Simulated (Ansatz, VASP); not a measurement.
## One calculation of Re, two programs

```
CELL_PARAMETERS angstrom
2.53949 0.00000 0.00000
0.00000 2.53949 0.00000
0.00000 0.00000 2.53949
ATOMIC_POSITIONS crystal
Re 0.00000 0.00000 0.00000
```

Alike in both runs: functional LDA; k mesh 12 × 12 × 12; occupations fermi-dirac, width 0.1 eV; no spin polarisation.

Ansatz relaxed the structure, and its values are those at the end. VASP's run is a single point on that final structure, the one shown.

```csv
,VASP,Ansatz
version,VASP 6.6.1,Ansatz 0.2.0
potentials or method,"VASP PAW LDA potentials, release 64 (Re), cutoff 520 eV","plane waves (420 eV) with PAW, scalar-relativistic"
valence electrons in the cell,7,15
```

|  | VASP | Ansatz | Ansatz less VASP |
| --- | --- | --- | --- |
| pressure (GPa) | 0.0 | 0.0 | -0.03 |

Ansatz warns that its potentials were made for another functional, while VASP's fit it. LDA's correlation is that of Perdew and Zunger in VASP and of Perdew and Wang (1992) in Ansatz. VASP's potentials hold 7 valence electrons a cell and Ansatz's 15, so a difference there can come from the potentials and not from the codes.

Spin-orbit coupling is off throughout.
